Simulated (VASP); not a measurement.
Write the native input for VASP 6.6.1 that does the following.

| Item | Value |
| --- | --- |
| Task | single point |
| Functional | PBE |
| Potentials or basis | VASP PAW PBE potentials, release 64 (Te, Sn_d) |
| Cutoff | 520 eV |
| k mesh | 7 × 7 × 7 |
| Occupations | fermi-dirac, width 0.05 eV |
| Spin | no spin polarisation |
| Dipole correction | no |
| Further INCAR settings | ALGO = Normal; EDIFF = 1e-07; NBANDS = 17 |

The structure of SnTe lies in POSCAR:

```
SnTe
1.0
    0.0000000000      3.0878330000      3.1508500000
    3.0878330000      0.0000000000      3.1508500000
    3.0878330000      3.0878330000      0.0000000000
Te Sn
1 1
Direct
    0.5000000000      0.5000000000      0.5000000000
    0.0000000000      0.0000000000      0.0000000000
```

These files were run (other wordings do the same):

INCAR

```
SYSTEM = SnTe
PREC = Accurate
ENCUT = 520
EDIFF = 1E-7
ISMEAR = -1
SIGMA = 0.05
LREAL = .False.
LASPH = .True.
NELM = 60
ALGO = Normal
ISIF = 2
LWAVE = .False.
LCHARG = .True.
GGA = PE
LELF = .True.
LVHAR = .True.
NBANDS = 17
```

KPOINTS

```
Automatic mesh
0
Gamma
  7 7 7
  0 0 0
```

Potentials or basis: VASP PAW PBE potentials, release 64 (Te, Sn_d).

Command:

```bash
$ cat potpaw_PBE.64/Te/POTCAR potpaw_PBE.64/Sn_d/POTCAR > POTCAR
$ mpirun -np 1 vasp_std > vasp.out
```

Results of the run:

```
Pressure               : 4.5 GPa
Band gap on the k mesh : 0.53 eV, direct
```

Caveat: spin-orbit coupling is left out, which moves the levels of the heavy elements.

It took 91 s on 1 thread of Intel Xeon 8259CL, on a shared host, peak memory 0.22 GiB.
